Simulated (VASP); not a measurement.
# MgO (eos) (Fm-3m) in VASP: notebook

Runs on MgO (eos). Level: LDA. Tasks: single point.

Everything below comes from runs of VASP 6.6.1. Logs are shortened: lines on timing, memory, paths and dates and some standing lists are left out, and cuts for length are marked.

**The experiment to reproduce.**

“Electronic structure of alkaline earth and post-transition metal oxides”, 2009, arxiv:0908.1581 quotes, for a bulk crystal of MgO: band gap 7.83 eV.

How close the calculation comes is told below.

## 1. The cell of the first run

Symmetry: Fm-3m, No. 225, cubic system. Conventional cell: a = 4.032 Å, b = 4.032 Å, c = 4.032 Å, α = 90.00°, β = 90.00°, γ = 90.00°. Within 2.7 Å of Mg (site symmetry m-3m) lie 6 O at 2.02 Å. Within 2.7 Å of O (site symmetry m-3m) lie 6 Mg at 2.02 Å.

## 2. Single point, LDA (volume scaled by 0.91)

File INCAR:

```
  ALGO = Normal
  EDIFF = 1E-6
  ENCUT = 600
  GGA = CA
  GGA_COMPAT = False
  ISIF = 2
  ISMEAR = 0
  LASPH = True
  LCHARG = False
  LREAL = False
  LWAVE = False
  NBANDS = 11
  NELM = 120
  PREC = Accurate
  SIGMA = 0.02
```

File KPOINTS:

```
k-points
0
Gamma
  10 10 10
```

File POSCAR:

```
MgO
1.0
    0.0000000000      2.0159630634      2.0159630634
    2.0159630634      0.0000000000      2.0159630634
    2.0159630634      2.0159630634      0.0000000000
Mg O
1 1
Direct
    0.0000000000      0.0000000000      0.0000000000
    0.5000000000      0.5000000000      0.5000000000
```

Potentials or basis: VASP PAW LDA potentials, release 64 (Mg, O).

Run with:

```bash
$ cat potpaw_LDA.64/Mg/POTCAR potpaw_LDA.64/O/POTCAR > POTCAR
$ mpirun -np 1 vasp_std > vasp.out
```

OUTCAR:

```text
EDIFF = 1E-6
   ENCUT = 600
   GGA = CA
   ISIF = 2
   ISMEAR = 0
   LASPH = True
   LREAL = False
   NELM = 120
   PREC = Accurate

 ion  position               nearest neighbor table
   1  0.000  0.000  0.000-   2 2.02   2 2.02   2 2.02   2 2.02   2 2.02   2 2.02
   2  0.500  0.500  0.500-   1 2.02   1 2.02   1 2.02   1 2.02   1 2.02   1 2.02

  LATTYP: Found a face centered cubic cell.
 ALAT       =     4.0319261268

  Lattice vectors:

 A1 = (   0.0000000000,   2.0159630634,   2.0159630634)
 A2 = (   2.0159630634,   0.0000000000,   2.0159630634)
 A3 = (   2.0159630634,   2.0159630634,   0.0000000000)

Analysis of symmetry for initial positions (statically):
=====================================================================
 Subroutine PRICEL returns:
 Original cell was already a primitive cell.

 Routine SETGRP: Setting up the symmetry group for a
 face centered cubic supercell.

 Subroutine GETGRP returns: Found 48 space group operations
 (whereof 48 operations were pure point group operations)
 out of a pool of 48 trial point group operations.

The static configuration has the point symmetry O_h .

Analysis of symmetry for dynamics (positions and initial velocities):
=====================================================================
 Subroutine PRICEL returns:
 Original cell was already a primitive cell.

 Routine SETGRP: Setting up the symmetry group for a
 face centered cubic supercell.

 Subroutine GETGRP returns: Found 48 space group operations
 (whereof 48 operations were pure point group operations)
 out of a pool of 48 trial point group operations.

The dynamic configuration has the point symmetry O_h .

 Subroutine INISYM returns: Found 48 space group operations
 (whereof 48 operations are pure point group operations),
 and found     1 'primitive' translations

----------------------------------------------------------------------------------------

                                     Primitive cell

  volume of cell :      16.3862

  direct lattice vectors                    reciprocal lattice vectors
     0.000000000  2.015963063  2.015963063    -0.248020417  0.248020417  0.248020417
     2.015963063  0.000000000  2.015963063     0.248020417 -0.248020417  0.248020417
     2.015963063  2.015963063  0.000000000     0.248020417  0.248020417 -0.248020417

  length of vectors
     2.851002306  2.851002306  2.851002306     0.429583964  0.429583964  0.429583964

  position of ions in fractional coordinates (direct lattice)
     0.000000000  0.000000000  0.000000000
     0.500000000  0.500000000  0.500000000

  ion indices of the primitive-cell ions
   primitive index   ion index
                 1           1
                 2           2

----------------------------------------------------------------------------------------

 KPOINTS: k-points

Automatic generation of k-mesh.
 Grid dimensions read from file:
 generate k-points for:   10   10   10

 Generating k-lattice:

  Cartesian coordinates                     Fractional coordinates (reciprocal lattice)
    -0.024802042  0.024802042  0.024802042     0.100000000  0.000000000  0.000000000
     0.024802042 -0.024802042  0.024802042     0.000000000  0.100000000  0.000000000
     0.024802042  0.024802042 -0.024802042     0.000000000  0.000000000  0.100000000

  Length of vectors
     0.042958396  0.042958396  0.042958396

  Shift w.r.t. Gamma in fractional coordinates (k-lattice)
     0.000000000  0.000000000  0.000000000

 Subroutine IBZKPT returns following result:
 ===========================================

 Found     47 irreducible k-points:

 Following reciprocal coordinates:
            Coordinates               Weight
  0.000000  0.000000  0.000000      1.000000
  0.100000  0.000000  0.000000      8.000000
  0.200000  0.000000  0.000000      8.000000
  0.300000  0.000000  0.000000      8.000000
  0.400000  0.000000  0.000000      8.000000
  0.500000  0.000000  0.000000      4.000000
[... 16 lines left out ...]
  0.300000  0.300000  0.000000      6.000000
  0.400000  0.300000  0.000000     24.000000
 [... further k-points ...]
   k-points           NKPTS =     47   k-points in BZ     NKDIM =     47   number of bands    NBANDS=     11
   number of dos      NEDOS =    301   number of ions     NIONS =      2
   total plane-waves  NPLWV =  13824
   dimension x,y,z NGX =    24 NGY =   24 NGZ =   24
   dimension x,y,z NGXF=    48 NGYF=   48 NGZF=   48
   ions per type =               1   1
   NGX,Y,Z   is equivalent  to a cutoff of  13.99, 13.99, 13.99 a.u.
   NGXF,Y,Z  is equivalent  to a cutoff of  27.99, 27.99, 27.99 a.u.
 SYSTEM =  unknown system
   PREC   = accura    normal or accurate (medium, high low for compatibility)
   ISTART =      0    job   : 0-new  1-cont  2-samecut
   ICHARG =      2    charge: 1-file 2-atom 10-const
   ISPIN  =      1    spin polarized calculation?
   LNONCOLLINEAR =      F non collinear calculations
   LSORBIT =      F    spin-orbit coupling
   LASPH  =      T    aspherical Exc in radial PAW
   ENCUT  =  600.0 eV  44.10 Ry    6.64 a.u.   5.69  5.69  5.69*2*pi/ulx,y,z
   NELM   =    120;   NELMIN=  2; NELMDL= -5     # of ELM steps
   EDIFF  = 0.1E-05   stopping-criterion for ELM
   LREAL  =      F    real-space projection
   EDIFFG = 0.1E-04   stopping-criterion for IOM
   NSW    =      0    number of steps for IOM
   IBRION =     -1    ionic relax: 0-MD 1-quasi-New 2-CG
   NFREE  =      0    steps in history (QN), initial steepest desc. (CG)
   ISIF   =      2    stress and relaxation
   ISYM   =      2    0-nonsym 1-usesym 2-fastsym
   POTIM  = 0.5000    time-step for ionic-motion
   TEBEG  =    0.0;   TEEND  =   0.0 temperature during run
   PSTRESS=    0.0 pullay stress
   NELECT =       8.0000    total number of electrons
   NUPDOWN=      -1.0000    fix difference up-down
   EMIN   =  10.00;   EMAX   =-10.00  energy-range for DOS
   EFERMI =   0.00;   METHOD = LEGACY
   ISMEAR =     0;   SIGMA  =   0.02  broadening in eV -4-tet -1-fermi 0-gaus
   EFERMI_NEDOS =   21; number of points for ismear=-14 and -15
   IALGO  =     38    algorithm
   IMIX   =      4    mixing-type and parameters
     AMIX     =   0.40;   BMIX     =  1.00
     AMIX_MAG =   1.60;   BMIX_MAG =  1.00
  volume/ion in A,a.u.               =       8.19        55.29
  Fermi-wavevector in a.u.,A,eV,Ry     =   1.289077  2.436003 22.609073  1.661720
  Thomas-Fermi vector in A             =   2.420992
   LORBIT       =      0    0 simple, 1 ext, 2 COOP (PROOUT), +10 PAW based schemes
   GGA     = CA    functional components
   LHFCALC =     F    Hartree Fock is set to
   AEXX    =    0.0000 exact exchange contribution
   IVDW    =     0    specifies the selected vdW correction
   LEPSILON=     F    determine dielectric tensor
   LRPA    =     F    only Hartree local field effects (RPA)
 non-spin polarized calculation
 Gauss-broadening in eV      SIGMA  =   0.02
  energy-cutoff  :      600.00
  volume of cell :       16.39
 maximum number of plane-waves:       568
   NGX = 11   NGY = 11   NGZ = 11

 number of electron       7.9999999 magnetization

 Free energy of the ion-electron system (eV)
  ---------------------------------------------------
  ext. energy  EPLUGINS =         0.00000000
  ---------------------------------------------------
  free energy    TOTEN  =       -13.37350284 eV

  energy without entropy =      -13.37350284  energy(sigma->0) =      -13.37350284

 E-fermi :   4.0921     XC(G=0): -12.2391

 val. band max:        3.9489306975   @ k =   0.0000   0.0000   0.0000
 cond. band min:       9.9965974210   @ k =   0.0000   0.0000   0.0000
 fundamental gap:      6.0476667235
 Fermi energy:         4.0920830564

 k-point     1 :       0.0000    0.0000    0.0000
  band No.  band energies     occupation
      1     -13.7952      2.00000
      2       3.9489      2.00000
      3       3.9489      2.00000
      4       3.9489      2.00000
      5       9.9966      0.00000
      6      20.1824      0.00000
      7      20.1824      0.00000
      8      20.1824      0.00000
      9      24.5653      0.00000
     10      26.3792      0.00000
     11      26.3792      0.00000

 k-point     2 :       0.1000    0.0000    0.0000
  band No.  band energies     occupation
      1     -13.6590      2.00000
      2       3.2620      2.00000
      3       3.8619      2.00000
      4       3.8619      2.00000
      5      10.6012      0.00000
      6      18.9185      0.00000
      7      20.4734      0.00000
      8      20.4734      0.00000
      9      25.8070      0.00000
     10      25.8070      0.00000
     11      26.4317      0.00000

 k-point     3 :       0.2000    0.0000    0.0000
  band No.  band energies     occupation
      1     -13.2803      2.00000
      2       1.7883      2.00000
      3       3.6421      2.00000
      4       3.6421      2.00000
      5      11.7391      0.00000
      6      17.4764      0.00000
      7      21.1231      0.00000
      8      21.1231      0.00000
      9      25.1759      0.00000
     10      25.1759      0.00000
     11      28.0265      0.00000

 k-point     4 :       0.3000    0.0000    0.0000
  band No.  band energies     occupation
      1     -12.7573      2.00000
      2       0.2438      2.00000
      3       3.3855      2.00000
      4       3.3855      2.00000
      5      12.4631      0.00000
      6      17.1011      0.00000
      7      21.4838      0.00000
      8      21.4838      0.00000
      9      25.6038      0.00000
     10      25.6038      0.00000
     11      27.4669      0.00000

 k-point     5 :       0.4000    0.0000    0.0000
  band No.  band energies     occupation
      1     -12.2738      2.00000
      2      -0.9250      2.00000
      3       3.1886      2.00000
      4       3.1886      2.00000
      5      12.5705      0.00000
      6      17.5583      0.00000
      7      21.4049      0.00000
      8      21.4049      0.00000
      9      26.8132      0.00000
     10      26.9523      0.00000
     11      26.9523      0.00000
[... 211 lines left out ...]
 k-point    21 :      -0.3000    0.2000    0.0000
  band No.  band energies     occupation
      1     -12.1771      2.00000
      2      -0.2404      2.00000
      3       1.8089      2.00000
      4       3.1220      2.00000
      5      14.2158      0.00000
      6      16.6389      0.00000
      7      19.4198      0.00000
      8      22.5487      0.00000
      9      25.1392      0.00000
     10      26.4184      0.00000
     11      30.9916      0.00000

 k-point    22 :      -0.2000    0.2000    0.0000
  band No.  band energies     occupation
      1     -12.6046      2.00000
      2       0.4770      2.00000
      3       2.3544      2.00000
      4       3.3702      2.00000
      5      13.6131      0.00000
      6      16.3371      0.00000
      7      20.2809      0.00000
      8      23.0403      0.00000
      9      23.1070      0.00000
     10      26.5580      0.00000
     11      30.7910      0.00000

 k-point    23 :       0.3000    0.3000    0.0000
  band No.  band energies     occupation
      1     -12.4995      2.00000
      2       0.3901      2.00000
      3       2.8489      2.00000
      4       2.8489      2.00000
      5      14.1246      0.00000
      6      14.3638      0.00000
      7      19.5716      0.00000
      8      23.1986      0.00000
      9      23.1986      0.00000
     10      29.2782      0.00000
     11      33.8038      0.00000

 k-point    24 :       0.4000    0.3000    0.0000
  band No.  band energies     occupation
      1     -12.1653      2.00000
      2      -0.1321      2.00000
      3       2.4149      2.00000
      4       2.6759      2.00000
      5      14.0095      0.00000
      6      14.9773      0.00000
      7      18.7162      0.00000
      8      23.5741      0.00000
      9      23.8117      0.00000
     10      30.1545      0.00000
     11      33.3805      0.00000

 [... further k-points ...]
[... 5 lines left out ...]
  --------------------------------------------------------------------------------------
  -------------------------------------------------------------------------------------
  Total        1.7875914      1.7875914      1.7875914     -0.0000000      0.0000000      0.0000000
  in kB      174.7837827    174.7837827    174.7837827     -0.0000000      0.0000000      0.0000000
  external PRESSURE =     174.7837827 kB  Pullay stress =       0.0000000 kB

 VOLUME and BASIS-vectors are now :
 -----------------------------------------------------------------------------
  energy-cutoff  :      600.00
  volume of cell :       16.39
      direct lattice vectors                 reciprocal lattice vectors
     0.000000000  2.015963063  2.015963063    -0.248020417  0.248020417  0.248020417
     2.015963063  0.000000000  2.015963063     0.248020417 -0.248020417  0.248020417
     2.015963063  2.015963063  0.000000000     0.248020417  0.248020417 -0.248020417

 POSITION                                       TOTAL-FORCE (eV/Angst)
 -----------------------------------------------------------------------------------
      0.00000      0.00000      0.00000         0.000000      0.000000      0.000000
      2.01596      2.01596      2.01596        -0.000000     -0.000000     -0.000000
 -----------------------------------------------------------------------------------
    total drift:                               -0.000000     -0.000000      0.000000

  FREE ENERGIE OF THE ION-ELECTRON SYSTEM (eV)
  ---------------------------------------------------
  free  energy   TOTEN  =       -13.3735028403 eV

  energy  without entropy=      -13.3735028403  energy(sigma->0) =      -13.37350284
```

It took 3.4 s on 1 thread of Intel Xeon 6975P-C (Granite Rapids), shared host; peak memory 0.13 GiB.

What came out:

```
Free energy            : -13.3735 eV
Pressure               : 17.5 GPa
Band gap on the k mesh : 6.05 eV, direct
```

Caveat: the cell differs from its parent crystal (volume scaled by 0.91).

## 3. Single point, LDA

This run uses another cell than the first one, of 9.00 Å³/atom, 1.099 times its volume.

File INCAR:

```
SYSTEM = MgO
PREC = Accurate
ENCUT = 600
EDIFF = 1E-6
ISMEAR = 0
SIGMA = 0.02
LREAL = .FALSE.
LASPH = .TRUE.
NELM = 120
ALGO = Normal
ISIF = 2
LWAVE = .FALSE.
LCHARG = .FALSE.
GGA = CA
NBANDS = 11
GGA_COMPAT = .FALSE.
```

File KPOINTS:

```
Automatic mesh
0
G
  10 10 10
  0 0 0
```

File POSCAR:

```
MgO
1.0
    0.0000000000      2.0803453664      2.0803453664
    2.0803453664      0.0000000000      2.0803453664
    2.0803453664      2.0803453664      0.0000000000
Mg O
1 1
Direct
    0.0000000000      0.0000000000      0.0000000000
    0.5000000000      0.5000000000      0.5000000000
```

Potentials or basis: VASP PAW LDA potentials, release 64 (Mg, O).

Run with:

```bash
$ cat potpaw_LDA.64/Mg/POTCAR potpaw_LDA.64/O/POTCAR > POTCAR
$ mpirun -np 1 vasp_std > vasp.out
```

Run time: 3.4 s. Hardware: 1 thread of Intel Xeon 6975P-C (Granite Rapids), shared host; peak memory 0.13 GiB.

Results (log left out):

* Free energy: -13.4480 eV
* Pressure: -2.1 GPa
* Band gap on the k mesh: 5.03 eV, direct

Levels at points of the mesh, in eV from the valence-band top:
```
           k point  band 2  band 3  band 4  band 5  band 6  band 7
(0.00, 0.00, 0.00)    0.00    0.00    0.00    5.03   15.73   15.73
(0.50, 0.00, 0.00)   -4.87   -0.71   -0.71    7.97   12.82   16.38
(0.50, 0.50, 0.00)   -4.31   -1.43   -1.43    8.93   10.11   13.28
```

## 4. Comparison with measurements

Step 3. Measured gap of MgO: 7.83 eV (quoted in “Electronic structure of alkaline earth and post-transition metal oxides”, 2009, arxiv:0908.1581). This calculation gives 5.03 eV (-2.80 eV). The value is that of LDA, without temperature or zero-point motion. Semilocal functionals fall short of measured gaps as a rule.
